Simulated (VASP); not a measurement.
Input of a VASP 6.6.1 run:

File POSCAR:

```
GaN
1.0
    0.0000000000      2.1085152370      2.0979726608
    2.1085152370      0.0000000000      2.0979726608
    2.1085152370      2.1085152370      0.0000000000
Ga N
1 1
Direct
    0.0000000000      0.0000000000      0.0000000000
    0.5000000000      0.5000000000      0.5000000000
```

File INCAR.step1:

```
SYSTEM = GaN
ALGO     = Normal         ! electronic algorithm
EDIFF    = 1E-5           ! SCF threshold, eV
ENCUT    = 910            ! plane-wave cutoff, eV
GGA      = PE             ! functional
GGA_COMPAT= .FALSE.      
ISMEAR   = 0              ! smearing method
LASPH    = .TRUE.         ! aspherical terms in the spheres
LCHARG   = .FALSE.        ! write CHGCAR
LREAL    = .FALSE.        ! projectors in reciprocal space
LWAVE    = .TRUE.         ! write WAVECAR
NBANDS   = 16             ! bands
NELM     = 120            ! most SCF steps
PREC     = Accurate       ! precision mode
SIGMA    = 0.01           ! smearing width, eV
```

Contents of INCAR.step2:

```
SYSTEM = GaN
ALGO     = Normal         ! electronic algorithm
EDIFF    = 1E-6           ! SCF threshold, eV
ENCUT    = 910            ! plane-wave cutoff, eV
GGA_COMPAT= .FALSE.      
ISIF     = 2              ! what is computed and relaxed
ISMEAR   = 0              ! smearing method
ISTART   = 1            
LASPH    = .TRUE.         ! aspherical terms in the spheres
LCHARG   = .FALSE.        ! write CHGCAR
LMIXTAU  = .TRUE.       
LREAL    = .FALSE.        ! projectors in reciprocal space
LWAVE    = .FALSE.        ! write WAVECAR
METAGGA  = R2SCAN         ! meta-GGA
NBANDS   = 16             ! bands
NELM     = 120            ! most SCF steps
PREC     = Accurate       ! precision mode
SIGMA    = 0.01           ! smearing width, eV
```

Contents of KPOINTS:

```
k-points
0
G
  10 10 10
  0 0 0
```

Potentials or basis: VASP PAW PBE potentials, release 64 (Ga_d, N_h).

Run with:

```bash
$ cat potpaw_PBE.64/Ga_d/POTCAR potpaw_PBE.64/N_h/POTCAR > POTCAR
$ cp INCAR.step1 INCAR
$ mpirun -np 1 vasp_std > vasp.out
$ cp INCAR.step2 INCAR
$ mpirun -np 1 vasp_std > vasp.out
```

Task: What does it give for the pressure?

Result: 2.3 GPa.

Task: Predict the band gap on the k mesh.

Result: 1.17 eV, indirect (least direct gap 3.46 eV).

Stress tensor (GPa, compression positive):
```
1.95 0.00 0.00
0.00 1.95 0.00
0.00 0.00 2.99
```

Caveat: the cell differs from its parent crystal (uniaxial z strain -0.5%); the cutoff is under 1.25 times the usual one of these potentials, so pressure, stress and relaxed cells hold a basis-set (Pulay) error; the PAW data sets were made with another functional, which shifts forces and pressure a little. A k mesh can miss the band edges.
